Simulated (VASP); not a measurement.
Runs of VASP 6.6.1 on ReP. The structure is that of space group F-43m (No. 216), or close to it. The cells are those of the table. 

```tsv
cell	gap on the mesh (eV)	pressure (GPa)
a = 3.744 Å, angles 60.0°, 2 atoms	none	(b)
a = 3.700, b = 3.719, c = 3.719 Å, angles 60.3, 60.2, 60.2°, 2 atoms	none	-0.6
a = 3.768 Å, angles 60.0°, 2 atoms	none	(a)
a = 3.545 Å, angles 60.0°, 2 atoms	none	33.7
a = 3.694 Å, angles 60.0°, 2 atoms	none	3.1
```

Alike in all rows: task single point; level PBEsol; potentials or basis VASP PAW PBE potentials, release 64 (Re_sv_GW, P); no spin polarisation; k mesh 12 × 12 × 12; cutoff (eV) 560; smearing gaussian 0.05 eV.

Problem. Fill in the values left out.

Solution. (a) -7.0; (b) -4.0.

Caveats: the PAW data sets were made with another functional, which shifts forces and pressure a little; spin-orbit coupling is left out, which moves the levels of the heavy elements; the cell stands under tension (at least some runs); the cell stands under pressure (at least some runs).

A k mesh can miss the band edges, and the runs leave out spin-orbit coupling on Re.

A gap of «none» marks levels without a gap at the run's occupations.
